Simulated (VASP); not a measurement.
# Ir2Rh (P-3m1) in VASP: a series of runs

The runs below take Ir2Rh through relaxation of shape and atoms at fixed volume, with PBE.

All numbers are computed with VASP 6.6.1; they aren't measurements. Logs are shortened: lines on timing, memory, paths and dates and some standing lists are left out, and cuts for length are marked.

## Step 1: The cell of the first run

Symmetry: P-3m1, No. 164, trigonal system. Conventional cell: a = 2.754 Å, b = 2.754 Å, c = 6.747 Å, α = 90.00°, β = 90.00°, γ = 120.00°. Ir (site symmetry 3m) has 9 Ir at 2.75 Å and 3 Rh at 2.76 Å within 3.6 Å. Rh (site symmetry -3m) has 6 Rh at 2.75 Å and 6 Ir at 2.76 Å within 3.6 Å.

## Step 2: Relaxation of shape and atoms at fixed volume, PBE (volume scaled by 1.03)

File INCAR:

```
PREC = Accurate
ENCUT = 600
EDIFF = 1E-6
ISMEAR = 0
SIGMA = 0.1
LREAL = False
LASPH = True
NELM = 100
ALGO = Fast
ISIF = 4
LWAVE = False
LCHARG = False
GGA = PE
IBRION = 2
NSW = 50
EDIFFG = -0.01
```

File KPOINTS:

```
Automatic mesh
0
Gamma
  18 18 8
```

File POSCAR:

```
Ir2Rh
1.0
    2.7537231666      0.0000000000      0.0000000000
   -1.3768615833      2.3847942173      0.0000000000
    0.0000000000      0.0000000000      6.7470956475
Ir Rh
2 1
Direct
    0.3333333333      0.6666666667      0.6661649045
    0.6666666667      0.3333333333      0.3338350955
    0.0000000000      0.0000000000      0.0000000000
```

Potentials or basis: VASP PAW PBE potentials, release 64 (Ir, Rh_pv).

The run is started by

```
cat potpaw_PBE.64/Ir/POTCAR potpaw_PBE.64/Rh_pv/POTCAR > POTCAR
mpirun -np 1 vasp_std > vasp.out
```

OUTCAR:

```text
PREC = Accurate
   ENCUT = 600
   EDIFF = 1E-6
   ISMEAR = 0
   LREAL = False
   LASPH = True
   NELM = 100
   ISIF = 4
   GGA = PE
   IBRION = 2
   NSW = 50
   EDIFFG = -0.01

 ion  position               nearest neighbor table
   1  0.333  0.667  0.666-   2 2.75   2 2.75   2 2.75   3 2.76   3 2.76   3 2.76
   2  0.667  0.333  0.334-   1 2.75   1 2.75   1 2.75   3 2.76   3 2.76   3 2.76
   3  0.000  0.000  0.000-   1 2.76   2 2.76   2 2.76   1 2.76   2 2.76   1 2.76

  LATTYP: Found a hexagonal cell.
 ALAT       =     2.7537231666
 C/A-ratio  =     2.4501720904

  Lattice vectors:

 A1 = (   2.7537231666,   0.0000000000,   0.0000000000)
 A2 = (  -1.3768615833,   2.3847942173,   0.0000000000)
 A3 = (   0.0000000000,   0.0000000000,   6.7470956475)

Analysis of symmetry for initial positions (statically):
=====================================================================
 Subroutine PRICEL returns:
 Original cell was already a primitive cell.

 Routine SETGRP: Setting up the symmetry group for a
 hexagonal supercell.

 Subroutine GETGRP returns: Found 12 space group operations
 (whereof 12 operations were pure point group operations)
 out of a pool of 24 trial point group operations.

The static configuration has the point symmetry D_3d.

Analysis of symmetry for dynamics (positions and initial velocities):
=====================================================================
 Subroutine PRICEL returns:
 Original cell was already a primitive cell.

 Routine SETGRP: Setting up the symmetry group for a
 hexagonal supercell.

 Subroutine GETGRP returns: Found 12 space group operations
 (whereof 12 operations were pure point group operations)
 out of a pool of 24 trial point group operations.

The dynamic configuration has the point symmetry D_3d.

 Subroutine INISYM returns: Found 12 space group operations
 (whereof 12 operations are pure point group operations),
 and found     1 'primitive' translations

[... 150 lines left out ...]

  FORCE on cell =-STRESS in cart. coord.  units (eV):
  Direction    XX          YY          ZZ          XY          YZ          ZX
  --------------------------------------------------------------------------------------
  -------------------------------------------------------------------------------------
  Total       -2.3407863     -2.3407863     -2.3127277      0.0000000     -0.0000000      0.0000000
  in kB      -84.6416830    -84.6416830    -83.6270969      0.0000000     -0.0000000      0.0000000
  external PRESSURE =     -84.3034876 kB  Pullay stress =       0.0000000 kB

 VOLUME and BASIS-vectors are now :
 -----------------------------------------------------------------------------
  energy-cutoff  :      600.00
  volume of cell :       44.31
      direct lattice vectors                 reciprocal lattice vectors
     2.753723167  0.000000000  0.000000000     0.363144710  0.209661696  0.000000000
    -1.376861583  2.384794217  0.000000000     0.000000000  0.419323392  0.000000000
     0.000000000  0.000000000  6.747095648     0.000000000  0.000000000  0.148211920

 POSITION                                       TOTAL-FORCE (eV/Angst)
 -----------------------------------------------------------------------------------
     -0.00000      1.58986      4.49468        -0.000000      0.000000     -0.030005
      1.37686      0.79493      2.25242        -0.000000      0.000000      0.030005
      0.00000      0.00000      0.00000         0.000000      0.000000     -0.000000
 -----------------------------------------------------------------------------------
    total drift:                               -0.000000      0.000000      0.000000

  FREE ENERGIE OF THE ION-ELECTRON SYSTEM (eV)
  ---------------------------------------------------
  free  energy   TOTEN  =       -24.9841526654 eV

  energy  without entropy=      -24.9672758336  energy(sigma->0) =      -24.97571425

--------------------------------------- Ionic step        2  -------------------------------------------

 number of electron      32.9999999 magnetization

 Free energy of the ion-electron system (eV)
  ---------------------------------------------------
  ext. energy  EPLUGINS =         0.00000000
  ---------------------------------------------------
  free energy    TOTEN  =       -24.98420391 eV

  energy without entropy =      -24.96736575  energy(sigma->0) =      -24.97578483

 E-fermi :   9.9681     XC(G=0): -13.6846

 val. band max:        9.9676961387   @ k =   0.0556  -0.0000   0.1250
 cond. band min:       9.9712069408   @ k =   0.3333   0.0556   0.3750
 fundamental gap:      0.0035108020
 Fermi energy:         9.9681045110

 k-point     1 :       0.0000    0.0000    0.0000
  band No.  band energies     occupation
      1     -36.7620      2.00000
      2     -36.4634      2.00000
      3     -36.4634      2.00000
      4       0.0751      2.00000
      5       2.3229      2.00000
      6       3.8520      2.00000
[... 541 lines left out ...]
     19      12.5947      0.00000
     20      13.8723      0.00000

 [... further k-points ...]
[... 5 lines left out ...]
  --------------------------------------------------------------------------------------
  -------------------------------------------------------------------------------------
  Total       -2.3250434     -2.3250434     -2.3394608      0.0000000      0.0000000      0.0000000
  in kB      -84.0724284    -84.0724284    -84.5937531      0.0000000      0.0000000      0.0000000
  external PRESSURE =     -84.2462033 kB  Pullay stress =       0.0000000 kB

 VOLUME and BASIS-vectors are now :
 -----------------------------------------------------------------------------
  energy-cutoff  :      600.00
  volume of cell :       44.31
      direct lattice vectors                 reciprocal lattice vectors
     2.753309062  0.000000000  0.000000000     0.363199328  0.209693230  0.000000000
    -1.376654531  2.384435592 -0.000000000     0.000000000  0.419386459  0.000000000
     0.000000000 -0.000000000  6.749125360     0.000000000  0.000000000  0.148167347

 POSITION                                       TOTAL-FORCE (eV/Angst)
 -----------------------------------------------------------------------------------
     -0.00000      1.58962      4.49458         0.000000     -0.000000      0.002265
      1.37665      0.79481      2.25454        -0.000000      0.000000     -0.002265
      0.00000     -0.00000      6.74913         0.000000     -0.000000      0.000000
 -----------------------------------------------------------------------------------
    total drift:                                0.000000      0.000000      0.000000

  FREE ENERGIE OF THE ION-ELECTRON SYSTEM (eV)
  ---------------------------------------------------
  free  energy   TOTEN  =       -24.9842039103 eV

  energy  without entropy=      -24.9673657521  energy(sigma->0) =      -24.97578483

 reached required accuracy - stopping structural energy minimisation
```

OSZICAR:

```text
N       E                     dE             d eps       ncg     rms          rms(c)
DAV:   1     0.374105832185E+03    0.37411E+03   -0.18725E+04 11056   0.188E+03
DAV:   2    -0.593221704405E+01   -0.38004E+03   -0.36678E+03 10856   0.538E+02
DAV:   3    -0.258777759200E+02   -0.19946E+02   -0.18138E+02 13500   0.120E+02
[... 20 lines left out ...]
DAV:   1    -0.249842183450E+02   -0.66399E-04   -0.20215E-02 11316   0.846E-01    0.446E-02
RMM:   2    -0.249842525715E+02   -0.34227E-04   -0.28560E-04 10681   0.188E-01    0.775E-02
RMM:   3    -0.249842090932E+02    0.43478E-04   -0.89726E-05 10967   0.848E-02    0.203E-02
RMM:   4    -0.249842041258E+02    0.49674E-05   -0.26192E-05 11133   0.410E-02    0.123E-02
RMM:   5    -0.249842039103E+02    0.21542E-06   -0.80156E-06  9623   0.213E-02
   2 F= -.24984204E+02 E0= -.24975785E+02  d E =-.512449E-04
```

CONTCAR:

```text
Ir2Rh
   1.00000000000000
     2.7533090620342842    0.0000000000000000    0.0000000000000000
    -1.3766545310171421    2.3844355922236518   -0.0000000000000000
     0.0000000000000000   -0.0000000000000000    6.7491253602367030
  Ir              Rh
     2     1
Direct
     0.3333333332999970    0.6666666667000030    0.6659503612706452
     0.6666666667000030    0.3333333332999970    0.3340496387293548
     0.0000000000000000    0.0000000000000000    1.0000000000000000

  0.00000000E+00  0.00000000E+00  0.00000000E+00
  0.00000000E+00  0.00000000E+00  0.00000000E+00
  0.00000000E+00  0.00000000E+00  0.00000000E+00
```

Run time: 5.1 min. Hardware: 1 thread of Intel Xeon 6975P-C, shared host; peak memory 0.42 GiB.

Results:

| Item | Value |
| --- | --- |
| Free energy | -24.9842 eV |
| Energy gained by relaxing | 0.0 meV/atom |
| Ionic steps | 2 |
| Pressure after relaxing | -8.4 GPa |

Forces on the atoms (eV/Å):
```
Ir   0.000  0.000  0.002
Ir   0.000  0.000 -0.002
Rh   0.000  0.000  0.000
```

Final structure:
```
Ir Rh
1.0
     2.75331    0.00000    0.00000
    -1.37665    2.38444    0.00000
     0.00000    0.00000    6.74913
Ir Rh
2 1
Direct
  0.33333 0.66667 0.66595
  0.66667 0.33333 0.33405
  0.00000 0.00000 0.00000
```

Caveat: the bands computed are all filled at some k points, so no gap is given; spin-orbit coupling is left out, which moves the levels of the heavy elements.

## Step 3: Relaxation of shape and atoms at fixed volume, PBE (volume scaled by 1.06)

File INCAR:

```
PREC = Accurate ; ENCUT = 600
EDIFF = 1E-7 ; ISMEAR = 0
SIGMA = 0.1 ; LREAL = F
LASPH = T ; NELM = 80
ALGO = Fast ; ISIF = 4
LWAVE = F ; LCHARG = F
GGA = PE ; IBRION = 2
NSW = 50 ; EDIFFG = -0.01
```

File KPOINTS:

```
regular mesh
0
Gamma
  18 18 8
```

File POSCAR:

```
Ir2Rh
1.0
    2.7798417309      0.0000000000      0.0000000000
   -1.3899208654      2.4074135574      0.0000000000
    0.0000000000      0.0000000000      6.8137457371
Ir Rh
2 1
Direct
    0.3333333333      0.6666666667      0.6656941320
    0.6666666667      0.3333333333      0.3343058680
    0.0000000000      0.0000000000      0.0000000000
```

Potentials or basis: VASP PAW PBE potentials, release 64 (Ir, Rh_pv).

The run is started by

```
cat potpaw_PBE.64/Ir/POTCAR potpaw_PBE.64/Rh_pv/POTCAR > POTCAR
mpirun -np 1 vasp_std > vasp.out
```

It took 7.9 min on 1 thread of Intel Xeon 6975P-C, shared host; peak memory 0.43 GiB.

Results (log left out):

- Free energy: -24.8870 eV
- Energy gained by relaxing: 0.0 meV/atom
- Ionic steps: 2
- Pressure after relaxing: -15.7 GPa
- Largest force after relaxing: 0.007 eV/Å

Forces in eV/Å, atoms in the order of the input:
```
Ir   0.000  0.000 -0.007
Ir   0.000  0.000  0.007
Rh   0.000  0.000  0.000
```

Final structure:
```yaml
crystal:
  lattice:
    - [2.77949, 0.00000, 0.00000]
    - [-1.38974, 2.40710, 0.00000]
    - [0.00000, 0.00000, 6.81549]
  atoms:
    - { symbol: Ir, position: [0.33333, 0.66667, 0.66545] }
    - { symbol: Ir, position: [0.66667, 0.33333, 0.33455] }
    - { symbol: Rh, position: [0.00000, 0.00000, 0.00000] }
```

Levels at points of the mesh, in eV from the Fermi level:
```
           k point  band 14  band 15  band 16  band 17  band 18  band 19
(0.00, 0.00, 0.00)    -2.69    -2.60    -1.00    -1.00    -0.33    -0.33
(0.50, 0.00, 0.00)     0.41     0.72     0.93     1.08     1.23     2.19
(0.00, 0.00, 0.50)    -2.59    -1.11    -1.11    -1.09    -1.09    -0.07
(0.50, 0.00, 0.50)    -0.39    -0.07     0.44     0.65     0.95     1.11
```

Caveat: the bands computed are all filled at some k points, so no gap is given; spin-orbit coupling is left out, which moves the levels of the heavy elements.
